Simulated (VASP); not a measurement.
# CaAl15N15 (a cell with a defect) in VASP: further runs

CaAl15N15 (a cell with a defect) is run at these levels: PBE; tasks: single point.

Everything below comes from runs of VASP 6.6.1. Logs are shortened: lines on timing, memory, paths and dates and some standing lists are left out, and cuts for length are marked.

## Step 1: The cell of the first run

The cell holds a defect, 31 atoms: a = 6.260 Å, b = 6.260 Å, c = 10.036 Å, α = 90.00°, β = 90.00°, γ = 120.00°.

## Step 2: Single point, PBE

INCAR reads:

```
SYSTEM = CaAl15N15
PREC     = Accurate       ! precision mode
ENCUT    = 520            ! plane-wave cutoff, eV
EDIFF    = 1E-6           ! SCF threshold, eV
ISMEAR   = 0              ! smearing method
SIGMA    = 0.01           ! smearing width, eV
LREAL    = Auto         
LASPH    = .True.         ! aspherical terms in the spheres
NELM     = 120            ! most SCF steps
ALGO     = Normal         ! electronic algorithm
ISIF     = 2              ! what is computed and relaxed
LWAVE    = .False.        ! write WAVECAR
LCHARG   = .False.        ! write CHGCAR
GGA      = PE             ! functional
NBANDS   = 86             ! bands
GGA_COMPAT= .False.
```

KPOINTS reads:

```
Automatic mesh
0
Gamma
  1 1 1
  0.25 0.25 0.25
```

POSCAR reads:

```
CaAl15N15
1.0
    6.2604124029      0.0000000578      0.0000000000
   -3.1302062515      5.4216761502      0.0000000000
    0.0000000000      0.0000000000     10.0361163407
Al Ca N
15 1 15
Direct
    0.3405077203      0.1595568824      0.2462874760
    0.3316184205      0.1689535137      0.7568832081
    0.1658617071      0.3337821908      0.9979831601
    0.3370906362      0.6678355962      0.2471733957
    0.1695273246      0.8252333255      0.4956181444
    0.3307349233      0.6697501155      0.7537730022
    0.1631291491      0.8327278857      1.0009934736
    0.8325593002      0.1632005835      0.2471307120
    0.6751461416      0.3308366158      0.4957477919
    0.8300679187      0.1692751944      0.7538755347
    0.6669959480      0.3366302999      1.0010456183
    0.8330083667      0.6670041865      0.2515626599
    0.6616336415      0.8378790851      0.4988092341
    0.8302298609      0.6706057083      0.7466739152
    0.6658527616      0.8336542320      0.9997118658
    0.1885268362      0.3104544557      0.4968420764
    0.1725485668      0.3288504191      0.1921685080
    0.3332877293      0.1664092706      0.9446924224
    0.1649891584      0.3347001005      0.7137752602
    0.3451133634      0.6925175084      0.4305186913
    0.1642203947      0.8271454277      0.1896314774
    0.3312928291      0.6722254352      0.9438727906
    0.1676493718      0.8397828582      0.6867550118
    0.8066426084      0.1542776547      0.4304415035
    0.6728156423      0.3355626999      0.1896814229
    0.8270604111      0.1679174921      0.9438998699
    0.6613605946      0.3336262644      0.6867200297
    0.8317087616      0.6684846302      0.4423893246
    0.6704251895      0.8298593373      0.1870773339
    0.8311445392      0.6685939302      0.9371455463
    0.6639168535      0.8360004302      0.6907369690
```

Potentials or basis: VASP PAW PBE potentials, release 64 (Al, Ca_sv, N).

Started as:

```bash
$ cat potpaw_PBE.64/Al/POTCAR potpaw_PBE.64/Ca_sv/POTCAR potpaw_PBE.64/N/POTCAR > POTCAR
$ mpirun -np 1 vasp_std > vasp.out
```

OUTCAR:

```text
SYSTEM = CaAl15N15
   PREC = Accurate
   ENCUT = 520
   EDIFF = 1E-6
   ISMEAR = 0
   LREAL = Auto
   LASPH = .True.
   NELM = 120
   ISIF = 2
   GGA = PE

 ion  position               nearest neighbor table
   1  0.341  0.160  0.246-  25 1.89  21 1.89  17 1.91  16 3.00  11 3.03   7 3.03   4 3.07   8 3.07
                             5 3.09   9 3.09   3 3.13  12 3.13  12 3.13   8 3.19   4 3.19
   2  0.332  0.169  0.757-  19 1.85  18 1.89  23 1.92  27 1.92   3 3.01  16 3.03  11 3.05   7 3.05
                            10 3.12   6 3.12  14 3.13  14 3.13   6 3.14  10 3.14   9 3.22   5 3.22
   3  0.166  0.334  0.998-  18 1.89  22 1.91  26 1.92  17 1.95   2 3.01  10 3.05   6 3.05   8 3.09
                             4 3.09   7 3.13   1 3.13  11 3.13  15 3.13  15 3.13  11 3.13   7 3.13
   4  0.337  0.668  0.247-  20 1.85  21 1.89  29 1.91  17 1.92   5 3.05  15 3.06   1 3.07  13 3.08
                             7 3.08   3 3.09   8 3.10  12 3.11  12 3.15   8 3.16  16 3.17   1 3.19
   5  0.170  0.825  0.496-  20 1.80  28 1.91  23 1.92  16 2.98  13 3.04   4 3.05  12 3.05   1 3.09
                             9 3.10   6 3.11  14 3.12   9 3.17   2 3.22  13 3.22
   6  0.331  0.670  0.754-  19 1.86  22 1.91  31 1.91  23 1.93   3 3.05   7 3.06  15 3.06   5 3.11
                             2 3.12  13 3.13  14 3.13  10 3.13  10 3.13  14 3.14   2 3.14  16 3.24
   7  0.163  0.833  0.001-  22 1.87  21 1.89  18 1.90  30 1.91   1 3.03   2 3.05   6 3.06   4 3.08
                            12 3.09  11 3.11  15 3.12  14 3.13   3 3.13   3 3.13  15 3.14  11 3.15
   8  0.833  0.163  0.247-  24 1.85  25 1.89  29 1.91  17 1.92   9 3.05  15 3.06   1 3.07  11 3.08
                            13 3.08   3 3.09   4 3.10  12 3.11  12 3.15   4 3.16  16 3.17   1 3.19
   9  0.675  0.331  0.496-  24 1.80  28 1.91  27 1.92  16 2.98  13 3.04  12 3.05   8 3.05   1 3.09
                             5 3.10  10 3.11  14 3.12   5 3.17   2 3.22  13 3.22
  10  0.830  0.169  0.754-  19 1.86  26 1.91  31 1.91  27 1.93   3 3.05  11 3.06  15 3.07   9 3.11
                             2 3.12  14 3.12   6 3.13  13 3.13   6 3.13  14 3.14   2 3.14  16 3.24
  11  0.667  0.337  0.001-  26 1.87  25 1.89  18 1.90  30 1.91   1 3.03   2 3.05  10 3.06   8 3.08
                            12 3.09   7 3.11  15 3.12   3 3.13  14 3.13   3 3.13  15 3.15   7 3.15
  12  0.833  0.667  0.252-  29 1.88  21 1.90  25 1.90  28 1.92   9 3.05   5 3.05   7 3.09  11 3.09
                            13 3.10   4 3.11   8 3.11  15 3.11   1 3.13   1 3.13   8 3.15   4 3.15
  13  0.662  0.838  0.499-  24 1.85  20 1.85  28 1.93  31 1.93   5 3.04   9 3.04   4 3.08   8 3.08
                            14 3.08  12 3.10   6 3.13  10 3.13  16 3.14  16 3.15   9 3.22   5 3.22
  14  0.830  0.671  0.747-  31 1.88  30 1.91  27 1.92  23 1.93  13 3.08  15 3.10   5 3.12   9 3.12
                            10 3.12   6 3.13   7 3.13  11 3.13   2 3.13   2 3.13   6 3.14  10 3.14
  15  0.666  0.834  1.000-  29 1.88  26 1.90  30 1.90  22 1.90   4 3.06   8 3.06   6 3.06  10 3.07
                            14 3.10  12 3.11  11 3.12   7 3.12   3 3.13   3 3.13   7 3.14  11 3.15
  16  0.189  0.310  0.497-  24 2.19  20 2.19  19 2.19   5 2.98   9 2.98   1 3.00   2 3.03  13 3.14
                            13 3.15   8 3.17   4 3.17  10 3.24   6 3.24
  17  0.173  0.329  0.192-   1 1.91   4 1.92   8 1.92   3 1.95
  18  0.333  0.166  0.945-   2 1.89   3 1.89   7 1.90  11 1.90
  19  0.165  0.335  0.714-   2 1.85  10 1.86   6 1.86  16 2.19
  20  0.345  0.693  0.431-   5 1.80   4 1.85  13 1.85  16 2.19
  21  0.164  0.827  0.190-   1 1.89   4 1.89   7 1.89  12 1.90
  22  0.331  0.672  0.944-   7 1.87  15 1.90   6 1.91   3 1.91
  23  0.168  0.840  0.687-   2 1.92   5 1.92  14 1.93   6 1.93
  24  0.807  0.154  0.430-   9 1.80   8 1.85  13 1.85  16 2.19
  25  0.673  0.336  0.190-   1 1.89   8 1.89  11 1.89  12 1.90
  26  0.827  0.168  0.944-  11 1.87  15 1.90  10 1.91   3 1.92
  27  0.661  0.334  0.687-   9 1.92   2 1.92  14 1.92  10 1.93
  28  0.832  0.668  0.442-   9 1.91   5 1.91  12 1.92  13 1.93
  29  0.670  0.830  0.187-  12 1.88  15 1.88   8 1.91   4 1.91
  30  0.831  0.669  0.937-  15 1.90   7 1.91  11 1.91  14 1.91
  31  0.664  0.836  0.691-  14 1.88   6 1.91  10 1.91  13 1.93

  LATTYP: Found a hexagonal cell.
 ALAT       =     6.2604124029
 C/A-ratio  =     1.6031078617

  Lattice vectors:

 A1 = (   6.2604124029,   0.0000000578,   0.0000000000)
 A2 = (  -3.1302062515,   5.4216761502,   0.0000000000)
 A3 = (   0.0000000000,   0.0000000000,  10.0361163407)

Analysis of symmetry for initial positions (statically):
=====================================================================
 Subroutine PRICEL returns:
 Original cell was already a primitive cell.

 Routine SETGRP: Setting up the symmetry group for a
 hexagonal supercell.

 Subroutine GETGRP returns: Found  1 space group operations
 (whereof  1 operations were pure point group operations)
 out of a pool of 24 trial point group operations.

The static configuration has the point symmetry C_1 .

Analysis of symmetry for dynamics (positions and initial velocities):
=====================================================================
 Subroutine PRICEL returns:
 Original cell was already a primitive cell.

 Routine SETGRP: Setting up the symmetry group for a
 hexagonal supercell.
[... 112 lines left out ...]

 Subroutine IBZKPT returns following result:
 ===========================================

 Found      6 irreducible k-points:

 Following reciprocal coordinates:
            Coordinates               Weight
  0.250000  0.250000  0.250000      2.000000
 -0.250000  0.500000  0.250000      2.000000
  0.500000  0.250000  0.250000      2.000000
 -0.250000 -0.250000  0.250000      2.000000
  0.250000  0.500000  0.250000      2.000000
  0.500000 -0.250000  0.250000      2.000000
   k-points           NKPTS =      6   k-points in BZ     NKDIM =      6   number of bands    NBANDS=     86
   number of dos      NEDOS =    301   number of ions     NIONS =     31
   total plane-waves  NPLWV = 184320
   dimension x,y,z NGX =    48 NGY =   48 NGZ =   80
   dimension x,y,z NGXF=    96 NGYF=   96 NGZF=  160
   ions per type =              15   1  15
   NGX,Y,Z   is equivalent  to a cutoff of  12.75, 12.75, 13.25 a.u.
   NGXF,Y,Z  is equivalent  to a cutoff of  25.49, 25.49, 26.50 a.u.
 SYSTEM =  CaAl15N15
   PREC   = accura    normal or accurate (medium, high low for compatibility)
   ISTART =      0    job   : 0-new  1-cont  2-samecut
   ICHARG =      2    charge: 1-file 2-atom 10-const
   ISPIN  =      1    spin polarized calculation?
   LNONCOLLINEAR =      F non collinear calculations
   LSORBIT =      F    spin-orbit coupling
   LASPH  =      T    aspherical Exc in radial PAW
   ENCUT  =  520.0 eV  38.22 Ry    6.18 a.u.  11.64 11.64 18.66*2*pi/ulx,y,z
   NELM   =    120;   NELMIN=  2; NELMDL= -5     # of ELM steps
   EDIFF  = 0.1E-05   stopping-criterion for ELM
   LREAL  =      T    real-space projection
   EDIFFG = 0.1E-04   stopping-criterion for IOM
   NSW    =      0    number of steps for IOM
   IBRION =     -1    ionic relax: 0-MD 1-quasi-New 2-CG
   NFREE  =      0    steps in history (QN), initial steepest desc. (CG)
   ISIF   =      2    stress and relaxation
   ISYM   =      2    0-nonsym 1-usesym 2-fastsym
   POTIM  = 0.5000    time-step for ionic-motion
   TEBEG  =    0.0;   TEEND  =   0.0 temperature during run
   PSTRESS=    0.0 pullay stress
   NELECT =     130.0000    total number of electrons
   NUPDOWN=      -1.0000    fix difference up-down
   EMIN   =  10.00;   EMAX   =-10.00  energy-range for DOS
   EFERMI =   0.00;   METHOD = LEGACY
   ISMEAR =     0;   SIGMA  =   0.01  broadening in eV -4-tet -1-fermi 0-gaus
   EFERMI_NEDOS =   21; number of points for ismear=-14 and -15
   IALGO  =     38    algorithm
   IMIX   =      4    mixing-type and parameters
     AMIX     =   0.40;   BMIX     =  1.00
     AMIX_MAG =   1.60;   BMIX_MAG =  1.00
  volume/ion in A,a.u.               =      10.99        74.15
  Fermi-wavevector in a.u.,A,eV,Ry     =   1.187468  2.243989 19.185303  1.410080
  Thomas-Fermi vector in A             =   2.323619
   LORBIT       =      0    0 simple, 1 ext, 2 COOP (PROOUT), +10 PAW based schemes
   GGA     = PE    functional components
   LHFCALC =     F    Hartree Fock is set to
   AEXX    =    0.0000 exact exchange contribution
   IVDW    =     0    specifies the selected vdW correction
   LEPSILON=     F    determine dielectric tensor
   LRPA    =     F    only Hartree local field effects (RPA)
 non-spin polarized calculation
 Gauss-broadening in eV      SIGMA  =   0.01
  energy-cutoff  :      520.00
  volume of cell :      340.65
 maximum number of plane-waves:      9150
 NGX is ok and might be reduce to    48
   NGX = 23   NGY = 23   NGZ = 37

 number of electron     130.0000008 magnetization

 Free energy of the ion-electron system (eV)
  ---------------------------------------------------
  ext. energy  EPLUGINS =         0.00000000
  ---------------------------------------------------
  free energy    TOTEN  =      -224.46759330 eV

  energy without entropy =     -224.46759330  energy(sigma->0) =     -224.46759330

 E-fermi :   6.9522     XC(G=0): -10.7942

 val. band max:        6.8930093256   @ k =  -0.2500  -0.2500   0.2500
 cond. band min:       8.8496525122   @ k =  -0.2500  -0.2500   0.2500
 fundamental gap:      1.9566431866
 Fermi energy:         6.9522045840

 k-point     1 :       0.2500    0.2500    0.2500
  band No.  band energies     occupation
      1     -31.4441      2.00000
      2     -12.8538      2.00000
      3     -12.8065      2.00000
      4     -12.7012      2.00000
      5      -8.7221      2.00000
      6      -8.3091      2.00000
[... 469 lines left out ...]
     76      12.3994      0.00000
     77      12.4623      0.00000
 [bands above 77 left out]

------------------------ aborting loop because EDIFF is reached ----------------------------------------

  FORCE on cell =-STRESS in cart. coord.  units (eV):
  Direction    XX          YY          ZZ          XY          YZ          ZX
  --------------------------------------------------------------------------------------
  -------------------------------------------------------------------------------------
  Total        8.1947667      5.4174818     12.5581417     -2.5457012      1.2466108     -2.0732644
  in kB       38.5429520     25.4803765     59.0654827    -11.9733535      5.8632614     -9.7513125
  external PRESSURE =      41.0296037 kB  Pullay stress =       0.0000000 kB

 VOLUME and BASIS-vectors are now :
 -----------------------------------------------------------------------------
  energy-cutoff  :      520.00
  volume of cell :      340.65
      direct lattice vectors                 reciprocal lattice vectors
     6.260412403  0.000000058  0.000000000     0.159733885  0.092222403  0.000000000
    -3.130206252  5.421676150  0.000000000    -0.000000002  0.184444804  0.000000000
     0.000000000  0.000000000 10.036116341     0.000000000  0.000000000  0.099640136

 POSITION                                       TOTAL-FORCE (eV/Angst)
 -----------------------------------------------------------------------------------
      1.63227      0.86507      2.47177         0.121323     -0.071840     -0.067405
      1.54721      0.91601      7.59617         0.129407     -0.062135      0.007311
     -0.00644      1.80966     10.01588        -0.116913      0.064861     -0.068226
      0.01986      3.62079      2.48066         0.120856     -0.017194      0.003832
     -1.52184      4.47415      4.97408         0.128573      0.058856      0.163929
     -0.02592      3.63117      7.56495         0.071989     -0.075734      0.000445
[... 23 lines left out ...]
      3.11047      3.62490      9.40530         0.161093     -0.090847     -0.006916
      1.53954      4.53252      6.93232        -0.159029      0.104320     -0.136428
 -----------------------------------------------------------------------------------
    total drift:                               -0.003468      0.000565     -0.011007

  FREE ENERGIE OF THE ION-ELECTRON SYSTEM (eV)
  ---------------------------------------------------
  free  energy   TOTEN  =      -224.4675933005 eV

  energy  without entropy=     -224.4675933005  energy(sigma->0) =     -224.46759330
```

Run time: 12 min. Hardware: 1 thread of Intel Xeon 8259CL, shared host; peak memory 0.49 GiB.

Results:

```
Free energy            : -224.4676 eV
Pressure               : 4.1 GPa
Largest force          : 0.394 eV/Å
Band gap on the k mesh : 1.96 eV
```

Forces in eV/Å, atoms in the order of the input:
```
Al   0.121 -0.072 -0.067
Al   0.129 -0.062  0.007
Al  -0.117  0.065 -0.068
Al   0.121 -0.017  0.004
Al   0.129  0.059  0.164
Al   0.072 -0.076  0.000
Al  -0.116  0.075 -0.006
Al   0.093 -0.089 -0.004
Al   0.006 -0.139  0.153
Al   0.105 -0.031 -0.011
Al  -0.119  0.058 -0.011
Al   0.096 -0.061 -0.101
Al  -0.180  0.103  0.056
Al   0.159 -0.091  0.043
Al  -0.119  0.062  0.003
Ca  -0.224  0.142 -0.292
N   -0.186  0.030  0.170
N    0.191 -0.102  0.072
N   -0.180  0.120  0.029
N    0.203 -0.171  0.099
N   -0.131  0.127 -0.033
N    0.221 -0.101 -0.017
N   -0.138  0.012  0.090
N    0.258 -0.075  0.095
N   -0.170  0.078 -0.040
N    0.209 -0.100 -0.009
N   -0.107  0.054  0.112
N   -0.180  0.104 -0.285
N   -0.149  0.086 -0.012
N    0.161 -0.091 -0.007
N   -0.159  0.104 -0.136
```

Stress tensor (GPa, compression positive):
```
 3.85 -1.20 -0.98
-1.20  2.55  0.59
-0.98  0.59  5.91
```

Caveat: the k points lie up to 0.58 Å⁻¹ apart.

## Step 3: Single point, PBE

INCAR reads:

```
  PREC = Accurate
  ENCUT = 520
  EDIFF = 1E-6
  ISMEAR = 0
  SIGMA = 0.01
  LREAL = Auto
  LASPH = True
  NELM = 120
  ALGO = Normal
  ISIF = 2
  LWAVE = False
  LCHARG = False
  GGA = PE
  NELECT = 128.0
  NBANDS = 86
  GGA_COMPAT = False
```

KPOINTS is that of step 2.

POSCAR reads:

```
CaAl15N15
1.0
    6.2604124029      0.0000000578      0.0000000000
   -3.1302062515      5.4216761502      0.0000000000
    0.0000000000      0.0000000000     10.0361163407
Al Ca N
15 1 15
Direct
    0.3313090613      0.1690505551      0.1789276182
    0.3295443896      0.1708663776      0.7628526632
    0.1563852370      0.3437672091      0.9971697561
    0.3350024652      0.6774017366      0.2477219255
    0.1437082298      0.7650112175      0.5165342165
    0.3345616943      0.6646502317      0.7546770338
    0.1542446128      0.8212549776      0.9976751941
    0.8225451835      0.1650627292      0.2475951499
    0.7345612285      0.3563170452      0.5164445656
    0.8355800479      0.1657631216      0.7546950953
    0.6789934358      0.3461119273      0.9977026717
    0.8295405992      0.6707102997      0.2502092437
    0.6611970787      0.8378998535      0.5051715690
    0.8270445968      0.6735216119      0.7529618320
    0.6633306312      0.8367361834      1.0024024021
    0.2089189085      0.2885589518      0.4787044399
    0.1631292657      0.3373677982      0.1941621396
    0.3297403392      0.1703877255      0.9578477683
    0.1677609673      0.3325173522      0.7020803209
    0.3450438123      0.6902046944      0.4338984877
    0.1590573004      0.8301301081      0.1893701916
    0.3313125619      0.6738047953      0.9422500775
    0.1685809663      0.8395678477      0.6939913422
    0.8080383969      0.1539318782      0.4337566444
    0.6701758704      0.3412345790      0.1892565592
    0.8261385256      0.1687680571      0.9423097022
    0.6609948461      0.3320981533      0.6940296744
    0.8317398790      0.6684772449      0.4442801659
    0.6660994797      0.8339226716      0.1897912062
    0.8276132325      0.6726952342      0.9389578114
    0.6647738265      0.8355411614      0.6921899620
```

Potentials or basis: VASP PAW PBE potentials, release 64 (Al, Ca_sv, N).

Started as:

```bash
$ cat potpaw_PBE.64/Al/POTCAR potpaw_PBE.64/Ca_sv/POTCAR potpaw_PBE.64/N/POTCAR > POTCAR
$ mpirun -np 1 vasp_std > vasp.out
```

It took 12 min on 1 thread of Intel Xeon 8259CL, shared host; peak memory 0.49 GiB.

The run converged. Its results:

* Free energy: -239.4011 eV
* Largest force: 0.303 eV/Å

Forces in eV/Å, atoms in the order of the input:
```
Al   0.176 -0.107  0.006
Al   0.163 -0.087 -0.025
Al  -0.152  0.077 -0.031
Al   0.108 -0.070 -0.048
Al  -0.026  0.229  0.105
Al   0.076 -0.040 -0.012
Al  -0.091  0.090  0.007
Al   0.123 -0.056 -0.057
Al  -0.216 -0.098  0.104
Al   0.069 -0.043 -0.011
Al  -0.123  0.028 -0.005
Al   0.095 -0.058  0.015
Al  -0.045  0.019  0.016
Al   0.149 -0.091  0.023
Al  -0.138  0.081  0.004
Ca   0.009  0.022 -0.208
N   -0.261  0.116  0.101
N    0.172 -0.093  0.056
N   -0.213  0.117  0.005
N    0.181 -0.214  0.007
N   -0.117  0.132 -0.041
N    0.208 -0.120  0.012
N   -0.145  0.030  0.103
N    0.266 -0.029  0.014
N   -0.173  0.045 -0.032
N    0.225 -0.114  0.006
N   -0.097  0.096  0.106
N   -0.048  0.030 -0.104
N   -0.162  0.096 -0.004
N    0.174 -0.098 -0.035
N   -0.187  0.109 -0.076
```

Levels at points of the mesh, in eV from the Fermi level:
```csv
k point,band 61,band 62,band 63,band 64,band 65,band 66,band 67,band 68
"(0.25, 0.25, 0.25)",-0.77,-0.56,-0.50,-0.13,2.48,3.35,4.12,4.60
```

Caveat: the k points lie up to 0.58 Å⁻¹ apart; the cell carries a net charge on a neutralising background, which shifts energy and pressure; the cell is charged against a uniform background, so pressure and absolute levels hang on convention.

(Continued in part 2 of 2.)
